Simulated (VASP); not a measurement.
# Cu (Fm-3m) in VASP: single point with PBEsol

Aim: the single point of Cu with PBEsol.

All numbers are computed with VASP 6.6.1; they aren't measurements. Logs are shortened: lines on timing, memory, paths and dates and some standing lists are left out, and cuts for length are marked.

## Step 1: The cell of the first run

Symmetry: Fm-3m, No. 225, cubic system. Conventional cell: a = 6.166 Å, b = 6.166 Å, c = 6.166 Å, α = 90.00°, β = 90.00°, γ = 90.00°. Cu (site symmetry m-3m) has 8 Cu at 2.67 Å within 3.5 Å. Within 3.5 Å of Cu (site symmetry -43m) lie 10 Cu at 2.67 to 3.08 Å.

## Step 2: Single point, PBEsol

The input, INCAR:

```
SYSTEM = Cu
PREC = Accurate
ENCUT = 600
EDIFF = 1E-6
ISMEAR = -1
SIGMA = 0.1
LREAL = .FALSE.
LASPH = .TRUE.
NELM = 120
ALGO = Normal
ISIF = 2
LWAVE = .FALSE.
LCHARG = .TRUE.
GGA = PS
LELF = .TRUE.
LVHAR = .TRUE.
NBANDS = 24
GGA_COMPAT = .FALSE.
```

The input, KPOINTS:

```
regular mesh
0
G
  7 7 7
  0 0 0
```

The input, POSCAR:

```
Cu
1.0
    0.0000000000      3.0830250000      3.0830250000
    3.0830250000      0.0000000000      3.0830250000
    3.0830250000      3.0830250000      0.0000000000
Cu
3
Direct
    0.5000000000      0.5000000000      0.5000000000
    0.7500000000      0.7500000000      0.7500000000
    0.2500000000      0.2500000000      0.2500000000
```

Potentials or basis: VASP PAW PBE potentials, release 64 (Cu).

The run is started by

```bash
> cat potpaw_PBE.64/Cu/POTCAR > POTCAR
> mpirun -np 1 vasp_std > vasp.out
```

OUTCAR:

```text
SYSTEM = Cu
   PREC = Accurate
   ENCUT = 600
   EDIFF = 1E-6
   ISMEAR = -1
   LREAL = .FALSE.
   LASPH = .TRUE.
   NELM = 120
   ISIF = 2
   GGA = PS

 ion  position               nearest neighbor table
   1  0.500  0.500  0.500-   3 2.67   2 2.67   3 2.67   2 2.67   3 2.67   3 2.67   2 2.67   2 2.67

   2  0.750  0.750  0.750-   1 2.67   1 2.67   1 2.67   1 2.67
   3  0.250  0.250  0.250-   1 2.67   1 2.67   1 2.67   1 2.67

  LATTYP: Found a face centered cubic cell.
 ALAT       =     6.1660500000

  Lattice vectors:

 A1 = (   0.0000000000,   3.0830250000,   3.0830250000)
 A2 = (   3.0830250000,   0.0000000000,   3.0830250000)
 A3 = (   3.0830250000,   3.0830250000,   0.0000000000)

Analysis of symmetry for initial positions (statically):
=====================================================================
 Subroutine PRICEL returns:
 Original cell was already a primitive cell.

 Routine SETGRP: Setting up the symmetry group for a
 face centered cubic supercell.

 Subroutine GETGRP returns: Found 48 space group operations
 (whereof 48 operations were pure point group operations)
 out of a pool of 48 trial point group operations.

The static configuration has the point symmetry O_h .

Analysis of symmetry for dynamics (positions and initial velocities):
=====================================================================
 Subroutine PRICEL returns:
 Original cell was already a primitive cell.

 Routine SETGRP: Setting up the symmetry group for a
 face centered cubic supercell.

 Subroutine GETGRP returns: Found 48 space group operations
 (whereof 48 operations were pure point group operations)
 out of a pool of 48 trial point group operations.

The dynamic configuration has the point symmetry O_h .

 Subroutine INISYM returns: Found 48 space group operations
 (whereof 48 operations are pure point group operations),
 and found     1 'primitive' translations

----------------------------------------------------------------------------------------

                                     Primitive cell

  volume of cell :      58.6086

  direct lattice vectors                    reciprocal lattice vectors
     0.000000000  3.083025000  3.083025000    -0.162178380  0.162178380  0.162178380
     3.083025000  0.000000000  3.083025000     0.162178380 -0.162178380  0.162178380
     3.083025000  3.083025000  0.000000000     0.162178380  0.162178380 -0.162178380

  length of vectors
     4.360055768  4.360055768  4.360055768     0.280901194  0.280901194  0.280901194

  position of ions in fractional coordinates (direct lattice)
     0.500000000  0.500000000  0.500000000
     0.750000000  0.750000000  0.750000000
     0.250000000  0.250000000  0.250000000

  ion indices of the primitive-cell ions
   primitive index   ion index
                 1           1
                 2           2
                 3           3

----------------------------------------------------------------------------------------

 KPOINTS: regular mesh

Automatic generation of k-mesh.
 Grid dimensions read from file:
 generate k-points for:    7    7    7

 Generating k-lattice:

  Cartesian coordinates                     Fractional coordinates (reciprocal lattice)
    -0.023168340  0.023168340  0.023168340     0.142857143  0.000000000  0.000000000
     0.023168340 -0.023168340  0.023168340     0.000000000  0.142857143  0.000000000
     0.023168340  0.023168340 -0.023168340     0.000000000  0.000000000  0.142857143

  Length of vectors
     0.040128742  0.040128742  0.040128742

  Shift w.r.t. Gamma in fractional coordinates (k-lattice)
     0.000000000  0.000000000  0.000000000

 Subroutine IBZKPT returns following result:
 ===========================================

 Found     20 irreducible k-points:

 Following reciprocal coordinates:
            Coordinates               Weight
  0.000000  0.000000  0.000000      1.000000
  0.142857  0.000000  0.000000      8.000000
  0.285714  0.000000  0.000000      8.000000
  0.428571  0.000000  0.000000      8.000000
  0.142857  0.142857  0.000000      6.000000
  0.285714  0.142857  0.000000     24.000000
[... 12 lines left out ...]
 -0.428571  0.428571  0.142857     24.000000
 -0.285714  0.428571  0.142857     24.000000
   k-points           NKPTS =     20   k-points in BZ     NKDIM =     20   number of bands    NBANDS=     24
   number of dos      NEDOS =    301   number of ions     NIONS =      3
   total plane-waves  NPLWV =  46656
   dimension x,y,z NGX =    36 NGY =   36 NGZ =   36
   dimension x,y,z NGXF=    72 NGYF=   72 NGZF=   72
   ions per type =               3
   NGX,Y,Z   is equivalent  to a cutoff of  13.73, 13.73, 13.73 a.u.
   NGXF,Y,Z  is equivalent  to a cutoff of  27.45, 27.45, 27.45 a.u.
 SYSTEM =  Cu
   PREC   = accura    normal or accurate (medium, high low for compatibility)
   ISTART =      0    job   : 0-new  1-cont  2-samecut
   ICHARG =      2    charge: 1-file 2-atom 10-const
   ISPIN  =      1    spin polarized calculation?
   LNONCOLLINEAR =      F non collinear calculations
   LSORBIT =      F    spin-orbit coupling
   LASPH  =      T    aspherical Exc in radial PAW
   ENCUT  =  600.0 eV  44.10 Ry    6.64 a.u.   8.71  8.71  8.71*2*pi/ulx,y,z
   NELM   =    120;   NELMIN=  2; NELMDL= -5     # of ELM steps
   EDIFF  = 0.1E-05   stopping-criterion for ELM
   LREAL  =      F    real-space projection
   EDIFFG = 0.1E-04   stopping-criterion for IOM
   NSW    =      0    number of steps for IOM
   IBRION =     -1    ionic relax: 0-MD 1-quasi-New 2-CG
   NFREE  =      0    steps in history (QN), initial steepest desc. (CG)
   ISIF   =      2    stress and relaxation
   ISYM   =      2    0-nonsym 1-usesym 2-fastsym
   POTIM  = 0.5000    time-step for ionic-motion
   TEBEG  =    0.0;   TEEND  =   0.0 temperature during run
   PSTRESS=    0.0 pullay stress
   NELECT =      33.0000    total number of electrons
   NUPDOWN=      -1.0000    fix difference up-down
   EMIN   =  10.00;   EMAX   =-10.00  energy-range for DOS
   EFERMI =   0.00;   METHOD = LEGACY
   ISMEAR =    -1;   SIGMA  =   0.10  broadening in eV -4-tet -1-fermi 0-gaus
   EFERMI_NEDOS =   21; number of points for ismear=-14 and -15
   IALGO  =     38    algorithm
   IMIX   =      4    mixing-type and parameters
     AMIX     =   0.40;   BMIX     =  1.00
     AMIX_MAG =   1.60;   BMIX_MAG =  1.00
  volume/ion in A,a.u.               =      19.54       131.84
  Fermi-wavevector in a.u.,A,eV,Ry     =   1.351841  2.554610 24.864312  1.827475
  Thomas-Fermi vector in A             =   2.479230
   LORBIT       =      0    0 simple, 1 ext, 2 COOP (PROOUT), +10 PAW based schemes
   GGA     = PS    functional components
   LHFCALC =     F    Hartree Fock is set to
   AEXX    =    0.0000 exact exchange contribution
   IVDW    =     0    specifies the selected vdW correction
   LEPSILON=     F    determine dielectric tensor
   LRPA    =     F    only Hartree local field effects (RPA)
 non-spin polarized calculation
  energy-cutoff  :      600.00
  volume of cell :       58.61
 maximum number of plane-waves:      1980
   NGX = 17   NGY = 17   NGZ = 17

 number of electron      33.0000019 magnetization

 Free energy of the ion-electron system (eV)
  ---------------------------------------------------
  ext. energy  EPLUGINS =         0.00000000
  ---------------------------------------------------
  free energy    TOTEN  =       -10.23865633 eV

  energy without entropy =      -10.20386702  energy(sigma->0) =      -10.22126168

 E-fermi :   2.4517     XC(G=0): -10.0863

 val. band max:        2.3593285930   @ k =   0.4286   0.1429   0.0000
 cond. band min:       2.6382886743   @ k =   0.4286   0.4286   0.0000
 fundamental gap:      0.2789600813
 Fermi energy:         2.4516790500

 k-point     1 :       0.0000    0.0000    0.0000
  band No.  band energies     occupation
      1      -3.7490      2.00000
      2      -0.2587      2.00000
      3      -0.2587      2.00000
      4       0.0632      2.00000
      5       0.0632      2.00000
      6       0.0632      2.00000
[... 16 lines left out ...]
     23       9.4589      0.00000
     24      10.7376      0.00000

 k-point     2 :       0.1429    0.0000    0.0000
  band No.  band energies     occupation
      1      -3.5074      2.00000
      2      -0.2162      2.00000
      3      -0.2162      2.00000
      4      -0.0209      2.00000
      5       0.0271      2.00000
      6       0.0271      2.00000
[... 16 lines left out ...]
     23      10.7972      0.00000
     24      11.5692      0.00000

 k-point     3 :       0.2857    0.0000    0.0000
  band No.  band energies     occupation
      1      -2.8098      2.00000
      2      -0.1107      2.00000
      3      -0.1107      2.00000
      4      -0.0782      2.00000
      5      -0.0070      2.00000
      6      -0.0070      2.00000
[... 16 lines left out ...]
     23      10.5604      0.00000
     24      12.8009      0.00000

 k-point     4 :       0.4286    0.0000    0.0000
  band No.  band energies     occupation
      1      -1.8338      2.00000
      2      -0.1553      2.00000
      3      -0.0785      2.00000
      4      -0.0785      2.00000
      5      -0.0636      2.00000
      6       0.0687      2.00000
[... 16 lines left out ...]
     23      10.0243      0.00000
     24      15.0924      0.00000

 k-point     5 :       0.1429    0.1429    0.0000
  band No.  band energies     occupation
      1      -3.4270      2.00000
      2      -0.2211      2.00000
      3      -0.1900      2.00000
      4      -0.0141      2.00000
      5       0.0071      2.00000
      6       0.0071      2.00000
[... 16 lines left out ...]
     23      11.2476      0.00000
     24      11.2840      0.00000

 k-point     6 :       0.2857    0.1429    0.0000
  band No.  band energies     occupation
      1      -2.8810      2.00000
      2      -0.1641      2.00000
      3      -0.1095      2.00000
      4      -0.0993      2.00000
      5      -0.0675      2.00000
      6      -0.0040      2.00000
[... 16 lines left out ...]
     23      11.5229      0.00000
     24      12.2831      0.00000
[... 271 lines left out ...]
 k-point    17 :       0.4286    0.2857    0.1429
  band No.  band energies     occupation
      1      -2.2216      2.00000
      2      -0.2365      2.00000
      3      -0.1890      2.00000
      4      -0.0961      2.00000
      5      -0.0063      2.00000
      6       0.0448      2.00000
[... 16 lines left out ...]
     23      12.6920      0.00000
     24      14.0164      0.00000

 k-point    18 :      -0.4286    0.2857    0.1429
  band No.  band energies     occupation
      1      -1.3441      2.00000
      2      -0.4272      2.00000
      3      -0.2294      2.00000
      4      -0.0639      2.00000
      5      -0.0146      2.00000
      6       0.2010      2.00000
[... 16 lines left out ...]
     23      13.1197      0.00000
     24      14.0939      0.00000

 k-point    19 :      -0.4286    0.4286    0.1429
  band No.  band energies     occupation
      1      -1.0345      2.00000
      2      -0.4878      2.00000
      3      -0.3631      2.00000
      4      -0.1043      2.00000
      5       0.0125      2.00000
      6       0.1104      2.00000
[... 16 lines left out ...]
     23      14.6032      0.00000
     24      15.4186      0.00000

 k-point    20 :      -0.2857    0.4286    0.1429
  band No.  band energies     occupation
      1      -0.7622      2.00000
      2      -0.5090      2.00000
      3      -0.4025      2.00000
      4      -0.1068      2.00000
      5       0.0035      2.00000
      6       0.2894      2.00000
[... 16 lines left out ...]
     23      12.2243      0.00000
     24      15.2031      0.00000

------------------------ aborting loop because EDIFF is reached ----------------------------------------

  FORCE on cell =-STRESS in cart. coord.  units (eV):
  Direction    XX          YY          ZZ          XY          YZ          ZX
  --------------------------------------------------------------------------------------
  -------------------------------------------------------------------------------------
  Total       -6.3835415     -6.3835415     -6.3835415     -0.0000000      0.0000000     -0.0000000
  in kB     -174.5063092   -174.5063092   -174.5063092     -0.0000000      0.0000000     -0.0000000
  external PRESSURE =    -174.5063092 kB  Pullay stress =       0.0000000 kB

 VOLUME and BASIS-vectors are now :
 -----------------------------------------------------------------------------
  energy-cutoff  :      600.00
  volume of cell :       58.61
      direct lattice vectors                 reciprocal lattice vectors
     0.000000000  3.083025000  3.083025000    -0.162178380  0.162178380  0.162178380
     3.083025000  0.000000000  3.083025000     0.162178380 -0.162178380  0.162178380
     3.083025000  3.083025000  0.000000000     0.162178380  0.162178380 -0.162178380

 POSITION                                       TOTAL-FORCE (eV/Angst)
 -----------------------------------------------------------------------------------
      3.08303      3.08303      3.08303         0.000000      0.000000      0.000000
      4.62454      4.62454      4.62454        -0.000000     -0.000000     -0.000000
      1.54151      1.54151      1.54151         0.000000     -0.000000      0.000000
 -----------------------------------------------------------------------------------
    total drift:                                0.000000      0.000000      0.000000

  FREE ENERGIE OF THE ION-ELECTRON SYSTEM (eV)
  ---------------------------------------------------
  free  energy   TOTEN  =       -10.2386563341 eV

  energy  without entropy=      -10.2038670194  energy(sigma->0) =      -10.22126168
```

Run time: 33 s. Hardware: 1 thread of Intel Xeon Platinum 8488C (Sapphire Rapids), shared host; peak memory 0.2 GiB.

What came out:

```yaml
Free_energy: -10.2387 eV
Pressure: -17.5 GPa
```

Levels at points of the mesh, in eV from the Fermi level:
```
           k point  band 13  band 14  band 15  band 16  band 17  band 18  band 19  band 20
(0.00, 0.00, 0.00)    -1.29    -1.29    -1.25    -1.25     6.03     6.03     6.03     6.63
```

Caveat: the PAW data sets were made with another functional, which shifts forces and pressure a little.
